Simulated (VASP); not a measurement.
Wanted: the native input for a VASP 6.6.1 run.

```yaml
Task: relaxation of cell and atoms
Functional: LDA
Potentials_or_basis: VASP PAW LDA potentials, release 64 (Zn, Ag)
Cutoff: 500 eV
k_mesh: 10 × 10 × 10
Occupations: fermi-dirac, width 0.1 eV
Spin: no spin polarisation
Target_pressure: 10 GPa
Dipole_correction: no
Further_INCAR_settings: ALGO = Normal; EDIFF = 1e-07; IBRION = 2; EDIFFG = -0.005; NSW = 80; ISIF = 3
```

The structure of ZnAg lies in POSCAR:

```
ZnAg
1.0
    3.1560000000      0.0000000000      0.0000000000
    0.0000000000      3.1560000000      0.0000000000
    0.0000000000      0.0000000000      3.1560000000
Zn Ag
1 1
Direct
    0.5000000000      0.5000000000      0.5000000000
    0.0000000000      0.0000000000      0.0000000000
```

The input as run:

INCAR

```
PREC     = Accurate       # precision mode
ENCUT    = 500            # plane-wave cutoff, eV
EDIFF    = 1E-7           # SCF threshold, eV
ISMEAR   = -1             # smearing method
SIGMA    = 0.1            # smearing width, eV
LREAL    = F              # projectors in reciprocal space
LASPH    = T              # aspherical terms in the spheres
NELM     = 120            # most SCF steps
ALGO     = Normal         # electronic algorithm
ISIF     = 3              # what is computed and relaxed
LWAVE    = F              # write WAVECAR
LCHARG   = F              # write CHGCAR
IBRION   = 2              # ionic algorithm
NSW      = 80             # ionic steps
EDIFFG   = -0.005         # ionic threshold
PSTRESS  = 100.0        
GGA_COMPAT= F            
NELMIN   = 4
```

KPOINTS

```
Automatic mesh
0
Gamma
  10 10 10
```

Potentials or basis: VASP PAW LDA potentials, release 64 (Zn, Ag).

Command:

```sh
$ cat potpaw_LDA.64/Zn/POTCAR potpaw_LDA.64/Ag/POTCAR > POTCAR
$ mpirun -np 1 vasp_std > vasp.out
```

Results of the run:

The relaxed volume is 13.71 Å³/atom and the relaxed cell is a = 3.015 Å, b = 3.015 Å, c = 3.015 Å, α = 90.00°, β = 90.00°, γ = 90.00°. The space group after relaxing (to 0.1 Å) is Pm-3m (No. 221) and the energy change on relaxing (the run minimises the enthalpy) is -1.7 meV/atom. The ionic steps are 7. The pressure after relaxing is 10.0 GPa and the band gap on the k mesh is zero (an odd number of electrons rules out a gap without spin polarisation).

Caveat: the cell is relaxed towards a set pressure, so the run minimises the enthalpy, not the energy.

Wall time 82 s on 1 thread of Intel(R) Xeon(R) Platinum 8259CL CPU @ 2.50GHz (Skylake/Cascade Lake) (shared host), peak memory 0.16 GiB.
